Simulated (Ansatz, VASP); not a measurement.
**CsPbCl3 in VASP and in Ansatz**

INCAR

```
SYSTEM = CsPbCl3
PREC = Accurate ; ENCUT = 520
EDIFF = 1E-7 ; ISMEAR = 0
SIGMA = 0.05 ; LREAL = .False.
LASPH = .True. ; NELM = 80
ALGO = Normal ; ISIF = 2
LWAVE = .False. ; LCHARG = .True.
GGA = PE ; LELF = .True.
LVHAR = .True. ; NBANDS = 30
```

The input KPOINTS:

```
regular mesh
0
Gamma
  6 6 6
  0 0 0
```

File POSCAR:

```
CsPbCl3
1.0
    5.8111532048      0.0000000000      0.0000000000
    0.0000000000      5.8111532048      0.0000000000
    0.0000000000      0.0000000000      5.8111532048
Cs Pb Cl
1 1 3
Direct
    0.0000000000      0.0000000000      0.0000000000
    0.5000000000      0.5000000000      0.5000000000
    0.0000000000      0.5000000000      0.5000000000
    0.5000000000      0.5000000000      0.0000000000
    0.5000000000      0.0000000000      0.5000000000
```

Input for Ansatz:

```yaml
crystal:
  lattice:
    - [5.8111532048, 0.0, 0.0]
    - [0.0, 5.8111532048, 0.0]
    - [0.0, 0.0, 5.8111532048]
  atoms:
    - { symbol: Cs, position: [0.0, 0.0, 0.0] }
    - { symbol: Pb, position: [0.5, 0.5, 0.5] }
    - { symbol: Cl, position: [0.0, 0.5, 0.5] }
    - { symbol: Cl, position: [0.5, 0.5, 0.0] }
    - { symbol: Cl, position: [0.5, 0.0, 0.5] }
basis:
  ecutwfc: 420
  ecutrho_ratio: 4
kpoints:
  mp_grid: { grid: [6, 6, 6] }
hamiltonian:
  xc: pbe
scf:
  occupations: { method: gaussian, width: 0.05 }
output:
  forces: true
  stress: true
  eigenvalues: true
  write_density: true
  write_potential: true
  elf: true
  volumetric_format: npy
```

Alike in both runs: task single point; functional PBE; k mesh 6 × 6 × 6; occupations gaussian, width 0.05 eV; no spin polarisation.

```csv
,VASP,Ansatz
version,VASP 6.6.1,Ansatz 0.2.0
potentials or method,"VASP PAW PBE potentials, release 64 (Cs_sv, Pb_d, Cl), cutoff 520 eV","scalar-relativistic, plane waves, PAW"
valence electrons in the cell,44,44
```

Ansatz gave:

* gap on the k mesh at the Fermi level (eV): 2.34
* least direct gap on the mesh (eV): 2.34
* pressure (GPa): -0.8

Problem. Estimate VASP's values.

Solution. gap on the k mesh at the Fermi level (eV): 2.35; least direct gap on the mesh (eV): 2.35; pressure (GPa): -0.8.

The functional is the same, so the differences come from potentials, cutoffs and numerics.

Neither program's run includes spin-orbit coupling.
